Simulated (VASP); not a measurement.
I: single point with PBE

Crystal: I.

```
I
1.0
     2.44124   -3.64831   -0.01165
     2.63059    3.77797   -0.06487
    -1.65521   -0.05849    2.40583
I
1
Direct
  0.50675 0.49546 0.51572
```

This cell differs from its parent crystal: the cell strained at random.

| Property | Result |
| --- | --- |
| Program | VASP 6.6.1 |
| Task | single point |
| Functional | PBE |
| Potentials or basis | VASP PAW PBE potentials, release 64 (I) |
| Cutoff | 520 eV |
| k mesh | 7 × 7 × 11 |
| Occupations | fermi-dirac, width 0.05 eV |
| Spin | no spin polarisation |

```json
{"Pressure": "0.4 GPa"}
```

Stress tensor (GPa, compression positive):
```
 0.35 -0.16  0.15
-0.16  0.81  0.04
 0.15  0.04  0.16
```

Levels at points of the mesh, in eV from the Fermi level:
```tsv
k point	band 1	band 2	band 3	band 4	band 5	band 6	band 7	band 8
(0.00, 0.00, 0.00)	-13.45	-1.45	-1.34	3.66	4.48	7.80	8.49	10.43
```

Run time: 51 s on 1 thread of AMD EPYC 9R45 96-Core Processor (Zen 5), with other jobs on the host, peak memory 0.23 GiB.

Caveat: the cell differs from its parent crystal (the cell strained at random); spin-orbit coupling is left out, which moves the levels of the heavy elements; an odd number of electrons without spin polarisation forces a metal; a magnetic or distorted state may lie lower.
